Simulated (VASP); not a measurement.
A run of VASP 6.6.1 is set up as follows.

Contents of INCAR:

```
ALGO     = Fast           # electronic algorithm
EDIFF    = 1E-6           # SCF threshold, eV
ENCUT    = 520            # plane-wave cutoff, eV
GGA      = PE             # functional
ISIF     = 2              # what is computed and relaxed
ISMEAR   = 0              # smearing method
LASPH    = True           # aspherical terms in the spheres
LCHARG   = False          # write CHGCAR
LREAL    = False          # projectors in reciprocal space
LWAVE    = False          # write WAVECAR
NBANDS   = 18             # bands
NELM     = 100            # most SCF steps
PREC     = Accurate       # precision mode
SIGMA    = 0.15           # smearing width, eV
```

KPOINTS

```
k-points
0
Gamma
  16 16 16
```

Contents of POSCAR:

```
ZnCu
1.0
    3.0278588949      0.2063465992      0.2063465992
    0.2063465992      3.0278588949      0.2063465992
    0.2063465992      0.2063465992      3.0278588949
Zn Cu
1 1
Direct
    0.5000000000      0.5000000000      0.5000000000
    0.0000000000      0.0000000000      0.0000000000
```

Potentials or basis: VASP PAW PBE potentials, release 64 (Zn, Cu).

Run with:

```sh
$ cat potpaw_PBE.64/Zn/POTCAR potpaw_PBE.64/Cu/POTCAR > POTCAR
$ mpirun -np 1 vasp_std > vasp.out
```

(1) Estimate the band gap on the k mesh.

(2) What does it give for the pressure?

## Answers

(1) zero (an odd number of electrons rules out a gap without spin polarisation).

(2) -0.7 GPa.
